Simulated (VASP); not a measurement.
Crystal: Rh.

```
Rh
1.0
     0.00000    1.90299    1.90299
     1.90299    0.00000    1.90299
     1.90299    1.90299    0.00000
Rh
1
Direct
  0.00000 0.00000 0.00000
```

Base run:

* Program: VASP 6.6.1
* Functional: r2SCAN
* Potentials or basis: VASP PAW PBE potentials, release 64 (Rh_pv)
* Cutoff: 520 eV
* k mesh: 8 × 8 × 8
* Occupations: gaussian, width 0.1 eV
* Spin: no spin polarisation

Its results: pressure 0.6 GPa.

Question: The run is repeated on the same cell with these changes: potentials or basis from VASP PAW PBE potentials, release 64 (Rh_pv) to VASP PAW PBE potentials, release 64 (Rh_sv_GW); cutoff from 520 eV to 580 eV; valence electrons from 15 to 17. What comes out?

Answer: Pressure -2.2 GPa.

Caveats: the PAW data sets were made with another functional, which shifts forces and pressure a little.
